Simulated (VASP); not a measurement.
# C (Fd-3m) in VASP: single point with PBE

Aim: the single point of C with PBE.

All numbers are computed with VASP 6.6.1; they aren't measurements. Logs are shortened: lines on timing, memory, paths and dates and some standing lists are left out, and cuts for length are marked.

### Step 1. The cell of the first run

The structure is cubic, space group Fd-3m (No. 227). Conventional cell: a = 3.554 Å, b = 3.554 Å, c = 3.554 Å, α = 90.00°, β = 90.00°, γ = 90.00°. Within 2.1 Å of C (site symmetry -43m) lie 4 C at 1.54 Å.

### Step 2. Single point, PBE

The input, INCAR:

```
SYSTEM = C
PREC = Accurate
ENCUT = 600
EDIFF = 1E-6
ISMEAR = 0
SIGMA = 0.01
LREAL = .FALSE.
LASPH = .TRUE.
NELM = 120
ALGO = Normal
ISIF = 2
LWAVE = .FALSE.
LCHARG = .TRUE.
GGA = PE
LELF = .TRUE.
LVHAR = .TRUE.
NBANDS = 11
GGA_COMPAT = .FALSE.
```

The input, KPOINTS:

```
regular mesh
0
G
  10 10 10
  0 0 0
```

The input, POSCAR:

```
C
1.0
    0.0000000000      1.7769057888      1.7769057888
    1.7769057888      0.0000000000      1.7769057888
    1.7769057888      1.7769057888      0.0000000000
C
2
Direct
    0.0000000000      0.0000000000      0.0000000000
    0.2500000000      0.2500000000      0.2500000000
```

Potentials or basis: VASP PAW PBE potentials, release 64 (C).

On the command line:

```bash
> cat potpaw_PBE.64/C/POTCAR > POTCAR
> mpirun -np 1 vasp_std > vasp.out
```

OUTCAR:

```text
SYSTEM = C
   PREC = Accurate
   ENCUT = 600
   EDIFF = 1E-6
   ISMEAR = 0
   LREAL = .FALSE.
   LASPH = .TRUE.
   NELM = 120
   ISIF = 2
   GGA = PE

 ion  position               nearest neighbor table
   1  0.000  0.000  0.000-   2 1.54   2 1.54   2 1.54   2 1.54
   2  0.250  0.250  0.250-   1 1.54   1 1.54   1 1.54   1 1.54

  LATTYP: Found a face centered cubic cell.
 ALAT       =     3.5538115776

  Lattice vectors:

 A1 = (   0.0000000000,   1.7769057888,   1.7769057888)
 A2 = (   1.7769057888,   0.0000000000,   1.7769057888)
 A3 = (   1.7769057888,   1.7769057888,   0.0000000000)

Analysis of symmetry for initial positions (statically):
=====================================================================
 Subroutine PRICEL returns:
 Original cell was already a primitive cell.

 Routine SETGRP: Setting up the symmetry group for a
 face centered cubic supercell.

 Subroutine GETGRP returns: Found 48 space group operations
 (whereof 24 operations were pure point group operations)
 out of a pool of 48 trial point group operations.

The static configuration has the point symmetry T_d .
 The point group associated with its full space group is O_h .

Analysis of symmetry for dynamics (positions and initial velocities):
=====================================================================
 Subroutine PRICEL returns:
 Original cell was already a primitive cell.

 Routine SETGRP: Setting up the symmetry group for a
 face centered cubic supercell.

 Subroutine GETGRP returns: Found 48 space group operations
 (whereof 24 operations were pure point group operations)
 out of a pool of 48 trial point group operations.

The dynamic configuration has the point symmetry T_d .
 The point group associated with its full space group is O_h .

 Subroutine INISYM returns: Found 48 space group operations
 (whereof 24 operations are pure point group operations),
 and found     1 'primitive' translations

----------------------------------------------------------------------------------------

                                     Primitive cell

  volume of cell :      11.2208

  direct lattice vectors                    reciprocal lattice vectors
     0.000000000  1.776905789  1.776905789    -0.281388019  0.281388019  0.281388019
     1.776905789  0.000000000  1.776905789     0.281388019 -0.281388019  0.281388019
     1.776905789  1.776905789  0.000000000     0.281388019  0.281388019 -0.281388019

  length of vectors
     2.512924266  2.512924266  2.512924266     0.487378346  0.487378346  0.487378346

  position of ions in fractional coordinates (direct lattice)
     0.000000000  0.000000000  0.000000000
     0.250000000  0.250000000  0.250000000

  ion indices of the primitive-cell ions
   primitive index   ion index
                 1           1
                 2           2

----------------------------------------------------------------------------------------

 KPOINTS: regular mesh

Automatic generation of k-mesh.
 Grid dimensions read from file:
 generate k-points for:   10   10   10

 Generating k-lattice:

  Cartesian coordinates                     Fractional coordinates (reciprocal lattice)
    -0.028138802  0.028138802  0.028138802     0.100000000  0.000000000  0.000000000
     0.028138802 -0.028138802  0.028138802     0.000000000  0.100000000  0.000000000
     0.028138802  0.028138802 -0.028138802     0.000000000  0.000000000  0.100000000

  Length of vectors
     0.048737835  0.048737835  0.048737835

  Shift w.r.t. Gamma in fractional coordinates (k-lattice)
     0.000000000  0.000000000  0.000000000

 Subroutine IBZKPT returns following result:
 ===========================================

 Found     47 irreducible k-points:

 Following reciprocal coordinates:
            Coordinates               Weight
  0.000000  0.000000  0.000000      1.000000
  0.100000  0.000000  0.000000      8.000000
  0.200000  0.000000  0.000000      8.000000
  0.300000  0.000000  0.000000      8.000000
  0.400000  0.000000  0.000000      8.000000
  0.500000  0.000000  0.000000      4.000000
[... 16 lines left out ...]
  0.300000  0.300000  0.000000      6.000000
  0.400000  0.300000  0.000000     24.000000
 [... further k-points ...]
   k-points           NKPTS =     47   k-points in BZ     NKDIM =     47   number of bands    NBANDS=     11
   number of dos      NEDOS =    301   number of ions     NIONS =      2
   total plane-waves  NPLWV =   8000
   dimension x,y,z NGX =    20 NGY =   20 NGZ =   20
   dimension x,y,z NGXF=    40 NGYF=   40 NGZF=   40
   ions per type =               2
   NGX,Y,Z   is equivalent  to a cutoff of  13.23, 13.23, 13.23 a.u.
   NGXF,Y,Z  is equivalent  to a cutoff of  26.46, 26.46, 26.46 a.u.
 SYSTEM =  C
   PREC   = accura    normal or accurate (medium, high low for compatibility)
   ISTART =      0    job   : 0-new  1-cont  2-samecut
   ICHARG =      2    charge: 1-file 2-atom 10-const
   ISPIN  =      1    spin polarized calculation?
   LNONCOLLINEAR =      F non collinear calculations
   LSORBIT =      F    spin-orbit coupling
   LASPH  =      T    aspherical Exc in radial PAW
   ENCUT  =  600.0 eV  44.10 Ry    6.64 a.u.   5.02  5.02  5.02*2*pi/ulx,y,z
   NELM   =    120;   NELMIN=  2; NELMDL= -5     # of ELM steps
   EDIFF  = 0.1E-05   stopping-criterion for ELM
   LREAL  =      F    real-space projection
   EDIFFG = 0.1E-04   stopping-criterion for IOM
   NSW    =      0    number of steps for IOM
   IBRION =     -1    ionic relax: 0-MD 1-quasi-New 2-CG
   NFREE  =      0    steps in history (QN), initial steepest desc. (CG)
   ISIF   =      2    stress and relaxation
   ISYM   =      2    0-nonsym 1-usesym 2-fastsym
   POTIM  = 0.5000    time-step for ionic-motion
   TEBEG  =    0.0;   TEEND  =   0.0 temperature during run
   PSTRESS=    0.0 pullay stress
   NELECT =       8.0000    total number of electrons
   NUPDOWN=      -1.0000    fix difference up-down
   EMIN   =  10.00;   EMAX   =-10.00  energy-range for DOS
   EFERMI =   0.00;   METHOD = LEGACY
   ISMEAR =     0;   SIGMA  =   0.01  broadening in eV -4-tet -1-fermi 0-gaus
   EFERMI_NEDOS =   21; number of points for ismear=-14 and -15
   IALGO  =     38    algorithm
   IMIX   =      4    mixing-type and parameters
     AMIX     =   0.40;   BMIX     =  1.00
     AMIX_MAG =   1.60;   BMIX_MAG =  1.00
  volume/ion in A,a.u.               =       5.61        37.86
  Fermi-wavevector in a.u.,A,eV,Ry     =   1.462504  2.763732 29.101749  2.138918
  Thomas-Fermi vector in A             =   2.578710
   LORBIT       =      0    0 simple, 1 ext, 2 COOP (PROOUT), +10 PAW based schemes
   GGA     = PE    functional components
   LHFCALC =     F    Hartree Fock is set to
   AEXX    =    0.0000 exact exchange contribution
   IVDW    =     0    specifies the selected vdW correction
   LEPSILON=     F    determine dielectric tensor
   LRPA    =     F    only Hartree local field effects (RPA)
 non-spin polarized calculation
 Gauss-broadening in eV      SIGMA  =   0.01
  energy-cutoff  :      600.00
  volume of cell :       11.22
 maximum number of plane-waves:       388
   NGX =  9   NGY =  9   NGZ =  9

 number of electron       7.9999999 magnetization

 Free energy of the ion-electron system (eV)
  ---------------------------------------------------
  ext. energy  EPLUGINS =         0.00000000
  ---------------------------------------------------
  free energy    TOTEN  =       -18.18619895 eV

  energy without entropy =      -18.18619895  energy(sigma->0) =      -18.18619895

 E-fermi :  10.0907     XC(G=0): -13.3055

 val. band max:        9.8867886639   @ k =   0.0000   0.0000   0.0000
 cond. band min:      14.0798175775   @ k =   0.4000   0.4000   0.0000
 fundamental gap:      4.1930289136
 Fermi energy:        10.0907255259

 k-point     1 :       0.0000    0.0000    0.0000
  band No.  band energies     occupation
      1     -11.7367      2.00000
      2       9.8868      2.00000
      3       9.8868      2.00000
      4       9.8868      2.00000
      5      15.5070      0.00000
      6      15.5070      0.00000
      7      15.5070      0.00000
      8      23.4687      0.00000
      9      29.3217      0.00000
     10      36.5429      0.00000
     11      36.5429      0.00000

 k-point     2 :       0.1000    0.0000    0.0000
  band No.  band energies     occupation
      1     -11.4580      2.00000
      2       8.1967      2.00000
      3       9.4349      2.00000
      4       9.4349      2.00000
      5      16.1004      0.00000
      6      16.1004      0.00000
      7      16.4685      0.00000
      8      23.6933      0.00000
      9      29.7681      0.00000
     10      33.9928      0.00000
     11      33.9928      0.00000

 k-point     3 :       0.2000    0.0000    0.0000
  band No.  band energies     occupation
      1     -10.6263      2.00000
      2       4.9671      2.00000
      3       8.5495      2.00000
      4       8.5495      2.00000
      5      17.2422      0.00000
      6      17.2422      0.00000
      7      17.7109      0.00000
      8      24.3145      0.00000
      9      30.5346      0.00000
     10      32.4678      0.00000
     11      32.4678      0.00000
[... 267 lines left out ...]
 k-point    23 :       0.3000    0.3000    0.0000
  band No.  band energies     occupation
      1      -8.4403      2.00000
      2       3.7830      2.00000
      3       4.9479      2.00000
      4       4.9479      2.00000
      5      14.1473      0.00000
      6      18.6159      0.00000
      7      23.0965      0.00000
      8      23.0966      0.00000
      9      30.9156      0.00000
     10      32.9118      0.00000
     11      40.7839      0.00000

 k-point    24 :       0.4000    0.3000    0.0000
  band No.  band energies     occupation
      1      -7.1115      2.00000
      2       1.7911      2.00000
      3       3.8433      2.00000
      4       4.4726      2.00000
      5      14.7080      0.00000
      6      17.9485      0.00000
      7      24.0931      0.00000
      8      24.1589      0.00000
      9      31.8302      0.00000
     10      32.9514      0.00000
     11      40.8168      0.00000

 [... further k-points ...]

------------------------ aborting loop because EDIFF is reached ----------------------------------------

  FORCE on cell =-STRESS in cart. coord.  units (eV):
  Direction    XX          YY          ZZ          XY          YZ          ZX
  --------------------------------------------------------------------------------------
  -------------------------------------------------------------------------------------
  Total        0.4686008      0.4686008      0.4686008      0.0000000      0.0000000      0.0000000
  in kB       66.9099094     66.9099094     66.9099094      0.0000000      0.0000000      0.0000000
  external PRESSURE =      66.9099094 kB  Pullay stress =       0.0000000 kB

 VOLUME and BASIS-vectors are now :
 -----------------------------------------------------------------------------
  energy-cutoff  :      600.00
  volume of cell :       11.22
      direct lattice vectors                 reciprocal lattice vectors
     0.000000000  1.776905789  1.776905789    -0.281388019  0.281388019  0.281388019
     1.776905789  0.000000000  1.776905789     0.281388019 -0.281388019  0.281388019
     1.776905789  1.776905789  0.000000000     0.281388019  0.281388019 -0.281388019

 POSITION                                       TOTAL-FORCE (eV/Angst)
 -----------------------------------------------------------------------------------
      0.00000      0.00000      0.00000         0.000000      0.000000      0.000000
      0.88845      0.88845      0.88845        -0.000000     -0.000000     -0.000000
 -----------------------------------------------------------------------------------
    total drift:                                0.000000      0.000000      0.000000

  FREE ENERGIE OF THE ION-ELECTRON SYSTEM (eV)
  ---------------------------------------------------
  free  energy   TOTEN  =       -18.1861989474 eV

  energy  without entropy=      -18.1861989474  energy(sigma->0) =      -18.18619895
```

Wall time 5.5 s (1 thread of Intel Xeon Platinum 8259CL at 2.50GHz (Skylake/Cascade Lake), shared host); peak memory 0.12 GiB.

What came out:

* Free energy: -18.1862 eV
* Pressure: 6.7 GPa
* Band gap on the k mesh: 4.19 eV, indirect (least direct gap 5.62 eV)

A k mesh can miss the band edges. Expect the measured gap to be larger: semilocal functionals such as PBE lack the derivative discontinuity.
